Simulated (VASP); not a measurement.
# BaZrO3 (Pm-3m) in VASP: single point with r2SCAN

Aim: the single point of BaZrO3 with r2SCAN.

Program: VASP 6.6.1. These are calculated values, not measurements. Logs are shortened: lines on timing, memory, paths and dates and some standing lists are left out, and cuts for length are marked.

## (1) The cell of the first run

Symmetry: Pm-3m, No. 221, cubic system. Conventional cell: a = 4.181 Å, b = 4.181 Å, c = 4.181 Å, α = 90.00°, β = 90.00°, γ = 90.00°. Ba (site symmetry m-3m) has 12 O at 2.96 Å and 8 Zr at 3.62 Å within 3.9 Å. Within 2.8 Å of Zr (site symmetry m-3m) lie 6 O at 2.09 Å. Within 2.8 Å of O (site symmetry 4/mmm) lie 2 Zr at 2.09 Å.

## (2) Single point, r2SCAN

Contents of POSCAR:

```
BaZrO3
1.0
    4.1815000000      0.0000000000      0.0000000000
    0.0000000000      4.1815000000      0.0000000000
    0.0000000000      0.0000000000      4.1815000000
Ba Zr O
1 1 3
Direct
    0.5000000000      0.5000000000      0.5000000000
    0.0000000000      0.0000000000      0.0000000000
    0.5000000000      0.0000000000      0.0000000000
    0.0000000000      0.5000000000      0.0000000000
    0.0000000000      0.0000000000      0.5000000000
```

Contents of INCAR.step1:

```
PREC = Accurate ; ENCUT = 520
ISMEAR = 0 ; SIGMA = 0.05
LREAL = False ; LASPH = True
NELM = 60 ; NBANDS = 28
GGA = PE ; ALGO = Normal
EDIFF = 1E-4 ; LWAVE = True
LCHARG = False
```

Contents of INCAR.step2:

```
PREC = Accurate ; ENCUT = 520
EDIFF = 1E-6 ; ISMEAR = 0
SIGMA = 0.05 ; LREAL = False
LASPH = True ; NELM = 60
ALGO = Normal ; ISIF = 2
LWAVE = False ; LCHARG = False
METAGGA = R2SCAN ; LMIXTAU = True
NBANDS = 28 ; ISTART = 1
```

Contents of KPOINTS:

```
Automatic mesh
0
Gamma
  6 6 6
```

Potentials or basis: VASP PAW PBE potentials, release 64 (Ba_sv, Zr_sv, O).

Run with:

```console
$ cat potpaw_PBE.64/Ba_sv/POTCAR potpaw_PBE.64/Zr_sv/POTCAR potpaw_PBE.64/O/POTCAR > POTCAR
$ cp INCAR.step1 INCAR
$ mpirun -np 1 vasp_std > vasp.out
$ cp INCAR.step2 INCAR
$ mpirun -np 1 vasp_std > vasp.out
```

OUTCAR:

```text
PREC = Accurate
   ENCUT = 520
   EDIFF = 1E-6
   ISMEAR = 0
   LREAL = False
   LASPH = True
   NELM = 60
   ISIF = 2
   METAGGA = R2SCAN
   ISTART = 1

 ion  position               nearest neighbor table
   1  0.500  0.500  0.500-   3 2.96   4 2.96   5 2.96   3 2.96   4 2.96   3 2.96   5 2.96   3 2.96
                             4 2.96   5 2.96   4 2.96   5 2.96   2 3.62   2 3.62   2 3.62   2 3.62
   2  0.000  0.000  0.000-   3 2.09   4 2.09   5 2.09   5 2.09   4 2.09   3 2.09   1 3.62   1 3.62
                             1 3.62   1 3.62   1 3.62   1 3.62   1 3.62   1 3.62
   3  0.500  0.000  0.000-   2 2.09   2 2.09   1 2.96   1 2.96   1 2.96   1 2.96
   4  0.000  0.500  0.000-   2 2.09   2 2.09   1 2.96   1 2.96   1 2.96   1 2.96
   5  0.000  0.000  0.500-   2 2.09   2 2.09   1 2.96   1 2.96   1 2.96   1 2.96

  LATTYP: Found a simple cubic cell.
 ALAT       =     4.1815000000

  Lattice vectors:

 A1 = (   4.1815000000,   0.0000000000,   0.0000000000)
 A2 = (   0.0000000000,   4.1815000000,   0.0000000000)
 A3 = (   0.0000000000,   0.0000000000,   4.1815000000)

Analysis of symmetry for initial positions (statically):
=====================================================================
 Subroutine PRICEL returns:
 Original cell was already a primitive cell.

 Routine SETGRP: Setting up the symmetry group for a
 simple cubic supercell.

 Subroutine GETGRP returns: Found 48 space group operations
 (whereof 48 operations were pure point group operations)
 out of a pool of 48 trial point group operations.

The static configuration has the point symmetry O_h .

Analysis of symmetry for dynamics (positions and initial velocities):
=====================================================================
 Subroutine PRICEL returns:
 Original cell was already a primitive cell.

 Routine SETGRP: Setting up the symmetry group for a
 simple cubic supercell.

 Subroutine GETGRP returns: Found 48 space group operations
 (whereof 48 operations were pure point group operations)
 out of a pool of 48 trial point group operations.

The dynamic configuration has the point symmetry O_h .

 Subroutine INISYM returns: Found 48 space group operations
 (whereof 48 operations are pure point group operations),
 and found     1 'primitive' translations

----------------------------------------------------------------------------------------

                                     Primitive cell

  volume of cell :      73.1133
[... 91 lines left out ...]
   LREAL  =      F    real-space projection
   EDIFFG = 0.1E-04   stopping-criterion for IOM
   NSW    =      0    number of steps for IOM
   IBRION =     -1    ionic relax: 0-MD 1-quasi-New 2-CG
   NFREE  =      0    steps in history (QN), initial steepest desc. (CG)
   ISIF   =      2    stress and relaxation
   ISYM   =      2    0-nonsym 1-usesym 2-fastsym
   POTIM  = 0.5000    time-step for ionic-motion
   TEBEG  =    0.0;   TEEND  =   0.0 temperature during run
   PSTRESS=    0.0 pullay stress
   NELECT =      40.0000    total number of electrons
   NUPDOWN=      -1.0000    fix difference up-down
   EMIN   =  10.00;   EMAX   =-10.00  energy-range for DOS
   EFERMI =   0.00;   METHOD = LEGACY
   ISMEAR =     0;   SIGMA  =   0.05  broadening in eV -4-tet -1-fermi 0-gaus
   EFERMI_NEDOS =   21; number of points for ismear=-14 and -15
   IALGO  =     38    algorithm
   IMIX   =      4    mixing-type and parameters
     AMIX     =   0.40;   BMIX     =  1.00
     AMIX_MAG =   1.60;   BMIX_MAG =  1.00
  volume/ion in A,a.u.               =      14.62        98.68
  Fermi-wavevector in a.u.,A,eV,Ry     =   1.338945  2.530239 24.392166  1.792774
  Thomas-Fermi vector in A             =   2.467376
   LORBIT       =      0    0 simple, 1 ext, 2 COOP (PROOUT), +10 PAW based schemes
   METAGGA = R2SCAN    functional components
   LHFCALC =     F    Hartree Fock is set to
   AEXX    =    0.0000 exact exchange contribution
   IVDW    =     0    specifies the selected vdW correction
   LEPSILON=     F    determine dielectric tensor
   LRPA    =     F    only Hartree local field effects (RPA)
 non-spin polarized calculation
 Gauss-broadening in eV      SIGMA  =   0.05
  energy-cutoff  :      520.00
  volume of cell :       73.11
 maximum number of plane-waves:      1984
 NGX is ok and might be reduce to    32
   NGX = 15   NGY = 15   NGZ = 15

 number of electron      40.0000004 magnetization

 Free energy of the ion-electron system (eV)
  ---------------------------------------------------
  ext. energy  EPLUGINS =         0.00000000
  ---------------------------------------------------
  free energy    TOTEN  =       -85.08502573 eV

  energy without entropy =      -85.08502573  energy(sigma->0) =      -85.08502573

 E-fermi :   3.8017     XC(G=0): -11.4292

 val. band max:        3.5349992666   @ k =   0.5000   0.5000   0.5000
 cond. band min:       7.2552982961   @ k =   0.0000   0.0000   0.0000
 fundamental gap:      3.7202990295
 Fermi energy:         3.8017232703

 k-point     1 :       0.0000    0.0000    0.0000
  band No.  band energies     occupation
      1     -44.9277      2.00000
      2     -22.4406      2.00000
      3     -22.3811      2.00000
      4     -22.3811      2.00000
      5     -22.3811      2.00000
      6     -13.8191      2.00000
[... 609 lines left out ...]
     27      13.3267      0.00000
     28      13.3267      0.00000

------------------------ aborting loop because EDIFF is reached ----------------------------------------

  FORCE on cell =-STRESS in cart. coord.  units (eV):
  Direction    XX          YY          ZZ          XY          YZ          ZX
  --------------------------------------------------------------------------------------
  -------------------------------------------------------------------------------------
  Total        1.8070450      1.8070450      1.8070450      0.0000000     -0.0000000      0.0000000
  in kB       39.5989111     39.5989111     39.5989111      0.0000000     -0.0000000      0.0000000
  external PRESSURE =      39.5989111 kB  Pullay stress =       0.0000000 kB

 VOLUME and BASIS-vectors are now :
 -----------------------------------------------------------------------------
  energy-cutoff  :      520.00
  volume of cell :       73.11
      direct lattice vectors                 reciprocal lattice vectors
     4.181500000  0.000000000  0.000000000     0.239148631  0.000000000  0.000000000
     0.000000000  4.181500000  0.000000000     0.000000000  0.239148631  0.000000000
     0.000000000  0.000000000  4.181500000     0.000000000  0.000000000  0.239148631

 POSITION                                       TOTAL-FORCE (eV/Angst)
 -----------------------------------------------------------------------------------
      2.09075      2.09075      2.09075         0.000000      0.000000      0.000000
      0.00000      0.00000      0.00000         0.000000      0.000000      0.000000
      2.09075      0.00000      0.00000         0.000000      0.000000      0.000000
      0.00000      2.09075      0.00000         0.000000      0.000000      0.000000
      0.00000      0.00000      2.09075         0.000000      0.000000      0.000000
 -----------------------------------------------------------------------------------
    total drift:                                0.000000      0.000000     -0.000000

  FREE ENERGIE OF THE ION-ELECTRON SYSTEM (eV)
  ---------------------------------------------------
  free  energy   TOTEN  =       -85.0850257270 eV

  energy  without entropy=      -85.0850257270  energy(sigma->0) =      -85.08502573
```

OUTCAR.step1:

```text
PREC = Accurate
   ENCUT = 520
   ISMEAR = 0
   LREAL = False
   LASPH = True
[... 847 lines left out ...]
      0.00000      0.00000      0.00000         0.000000      0.000000      0.000000
      2.09075      0.00000      0.00000         0.000000      0.000000      0.000000
      0.00000      2.09075      0.00000         0.000000      0.000000      0.000000
      0.00000      0.00000      2.09075         0.000000      0.000000      0.000000
 -----------------------------------------------------------------------------------
    total drift:                                0.000000      0.000000     -0.000000

  FREE ENERGIE OF THE ION-ELECTRON SYSTEM (eV)
  ---------------------------------------------------
  free  energy   TOTEN  =       -41.6671205999 eV

  energy  without entropy=      -41.6671205999  energy(sigma->0) =      -41.66712060
```

OSZICAR.step1:

```text
N       E                     dE             d eps       ncg     rms          rms(c)
DAV:   1     0.292092320655E+03    0.29209E+03   -0.21883E+04  1120   0.140E+03
DAV:   2    -0.306709043147E+02   -0.32276E+03   -0.31125E+03  1388   0.337E+02
DAV:   3    -0.486191777249E+02   -0.17948E+02   -0.17851E+02  1616   0.785E+01
DAV:   4    -0.492161540740E+02   -0.59698E+00   -0.59616E+00  1628   0.108E+01
DAV:   5    -0.492213211693E+02   -0.51671E-02   -0.51657E-02  1536   0.105E+00    0.293E+01
DAV:   6    -0.417552648536E+02    0.74661E+01   -0.37805E+01  1328   0.384E+01    0.130E+01
DAV:   7    -0.416790265407E+02    0.76238E-01   -0.26669E+00  1572   0.902E+00    0.789E+00
DAV:   8    -0.416698209658E+02    0.92056E-02   -0.32725E-01  1292   0.418E+00    0.690E-01
DAV:   9    -0.416658813523E+02    0.39396E-02   -0.61056E-02  1516   0.135E+00    0.516E-01
DAV:  10    -0.416674513874E+02   -0.15700E-02   -0.15832E-02  1548   0.102E+00    0.252E-01
DAV:  11    -0.416670632634E+02    0.38812E-03   -0.19297E-03  1388   0.356E-01    0.388E-02
DAV:  12    -0.416671205999E+02   -0.57337E-04   -0.17034E-04  1084   0.902E-02
   1 F= -.41667121E+02 E0= -.41667121E+02  d E =-.111292E-11
```

Wall time 90 s (1 thread of Intel Xeon Platinum 8259CL at 2.50GHz (Skylake/Cascade Lake), shared host); peak memory 0.21 GiB.

What came out:

```yaml
Free_energy: -85.0850 eV
Pressure: 4.0 GPa
Band_gap_on_the_k_mesh: 3.72 eV, indirect (least direct gap 3.96 eV)
```

Caveat: the PAW data sets were made with another functional, which shifts forces and pressure a little; spin-orbit coupling is left out, which moves the levels of the heavy elements. r2SCAN opens gaps a little over a GGA but as a rule still falls short of measured ones.
